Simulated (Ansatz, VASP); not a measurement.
## WCl in VASP and in Ansatz

```
CELL_PARAMETERS angstrom
2.81865 0.00000 0.00000
0.00000 2.81865 0.00000
0.00000 0.00000 4.04856
ATOMIC_POSITIONS crystal
W 0.00000 0.00000 0.00000
Cl 0.50000 0.50000 0.50000
```

Change from the starting cell: species swapped into the YbSn type (P4/mmm, No. 123).

Alike in both runs: functional PBE; k mesh 6 × 6 × 5; occupations gaussian, width 0.2 eV; no spin polarisation.

Ansatz relaxed the structure, and its values are those at the end. VASP's run is a single point on that final structure, the one shown.

|  | VASP | Ansatz |
| --- | --- | --- |
| version | VASP 6.6.1 | Ansatz 0.2.0 |
| potentials or method | VASP PAW PBE potentials, release 64 (W_sv, Cl), cutoff 500 eV | scalar-relativistic, plane waves, PAW |
| valence electrons in the cell | 21 | 21 |

```csv
,VASP,Ansatz,Ansatz less VASP
gap on the k mesh at the Fermi level (eV),none,none,-
pressure (GPa),0.3,0.0,-0.34
```

A gap of «none» marks a metal or a gap that the smearing closes. The functional is the same, so the differences come from potentials, cutoffs and numerics.

The k mesh is coarse, so the values compare programs but aren't converged. Spin-orbit coupling is off throughout.
